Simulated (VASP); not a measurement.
# BP: dielectric tensor with LDA

BP:

```
B P
1.0
     0.00000    2.26900    2.26900
     2.26900    0.00000    2.26900
     2.26900    2.26900    0.00000
B P
1 1
Direct
  0.00000 0.00000 0.00000
  0.25000 0.25000 0.25000
```

```
Program                : VASP 6.6.1
Task                   : dielectric tensor
Functional             : LDA
Potentials or basis    : VASP PAW LDA potentials, release 64 (B, P)
Cutoff                 : 420 eV
k mesh                 : 6 × 6 × 6
Occupations            : gaussian, width 0.01 eV
Spin                   : no spin polarisation
Dipole correction      : no
Further INCAR settings : ALGO = Normal; EDIFF = 1e-08
```

```json
{
 "Band gap on the k mesh": "1.30 eV, indirect (least direct gap 3.38 eV)",
 "Electronic dielectric tensor (diagonal)": "10.42",
 "Born charges (mean of the diagonal)": "B -0.50; P +0.50 e"
}
```

Levels at points of the mesh, in eV from the valence-band top:
| k point | band 1 | band 2 | band 3 | band 4 | band 5 | band 6 | band 7 | band 8 |
| --- | --- | --- | --- | --- | --- | --- | --- | --- |
| (0.00, 0.00, 0.00) | -15.39 | 0.00 | 0.00 | 0.00 | 3.38 | 3.38 | 3.38 | 7.37 |
| (0.50, 0.00, 0.00) | -12.06 | -9.01 | -1.75 | -1.75 | 3.78 | 4.68 | 4.68 | 9.92 |
| (0.50, 0.50, 0.00) | -10.56 | -8.49 | -4.11 | -4.11 | 1.30 | 1.55 | 12.00 | 12.00 |

Electronic dielectric tensor:
```
10.42  0.00  0.00
 0.00 10.42  0.00
 0.00  0.00 10.42
```

Born effective charge tensors (e):
atom 1, B
```
-0.50  0.00  0.00
 0.00 -0.50  0.00
 0.00  0.00 -0.50
```
atom 2, P
```
0.50 0.00 0.00
0.00 0.50 0.00
0.00 0.00 0.50
```

Wall time 16 s on 1 thread of Intel(R) Xeon(R) 6975P-C (Granite Rapids) (shared host), peak memory 0.14 GiB.

A k mesh can miss the band edges. Expect the measured gap to be larger: semilocal functionals such as LDA lack the derivative discontinuity.
